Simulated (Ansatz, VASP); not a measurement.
## K3Pd in VASP and in Ansatz

INCAR

```
SYSTEM = K3Pd
ALGO     = Fast           ! electronic algorithm
EDIFF    = 1E-6           ! SCF threshold, eV
ENCUT    = 520            ! plane-wave cutoff, eV
GGA      = PS             ! functional
ISIF     = 2              ! what is computed and relaxed
ISMEAR   = 0              ! smearing method
LASPH    = .TRUE.         ! aspherical terms in the spheres
LCHARG   = .FALSE.        ! write CHGCAR
LREAL    = .FALSE.        ! projectors in reciprocal space
LWAVE    = .FALSE.        ! write WAVECAR
NBANDS   = 26             ! bands
NELM     = 60             ! most SCF steps
PREC     = Accurate       ! precision mode
SIGMA    = 0.1            ! smearing width, eV
```

Contents of KPOINTS:

```
k-points
0
G
  8 8 8
  0 0 0
```

The input POSCAR:

```
K3Pd
1.0
    5.6158230578      0.0000000000      0.0000000000
    0.0000000000      5.6158230578      0.0000000000
    0.0000000000      0.0000000000      5.6158230578
K Pd
3 1
Direct
    0.5000000000      0.5000000000      0.0000000000
    0.5000000000      0.0000000000      0.5000000000
    0.0000000000      0.5000000000      0.5000000000
    0.0000000000      0.0000000000      0.0000000000
```

Input for Ansatz:

```yaml
crystal:
  lattice:
    - [5.6158230578, 0.0, 0.0]
    - [0.0, 5.6158230578, 0.0]
    - [0.0, 0.0, 5.6158230578]
  atoms:
    - { symbol: K, position: [0.5, 0.5, 0.0] }
    - { symbol: K, position: [0.5, 0.0, 0.5] }
    - { symbol: K, position: [0.0, 0.5, 0.5] }
    - { symbol: Pd, position: [0.0, 0.0, 0.0] }
basis:
  ecutwfc: 420
kpoints:
  mp_grid: { grid: [8, 8, 8] }
hamiltonian:
  xc: pbesol
scf:
  occupations: { method: gaussian, width: 0.1 }
output:
  forces: true
  stress: true
  eigenvalues: true
  populations: true
```

Alike in both runs: task single point; functional PBEsol; k mesh 8 × 8 × 8; occupations gaussian, width 0.1 eV; no spin polarisation.

|  | VASP | Ansatz |
| --- | --- | --- |
| version | VASP 6.6.1 | Ansatz 0.2.0 |
| potentials or method | VASP PAW PBE potentials, release 64 (K_sv, Pd), cutoff 520 eV | scalar-relativistic, plane waves, PAW |
| valence electrons in the cell | 37 | 45 |

Ansatz gave:

| Quantity | Value |
| --- | --- |
| gap on the k mesh at the Fermi level (eV) | none |
| pressure (GPa) | -1.2 |

Task: Which values does VASP return?

Result: gap on the k mesh at the Fermi level (eV): none; pressure (GPa): -1.3.

VASP's potentials were made for PBE, not for PBEsol. A gap of «none» marks a metal or a gap that the smearing closes. VASP's potentials hold 37 valence electrons a cell and Ansatz's 45, so a difference there can come from the potentials and not from the codes.
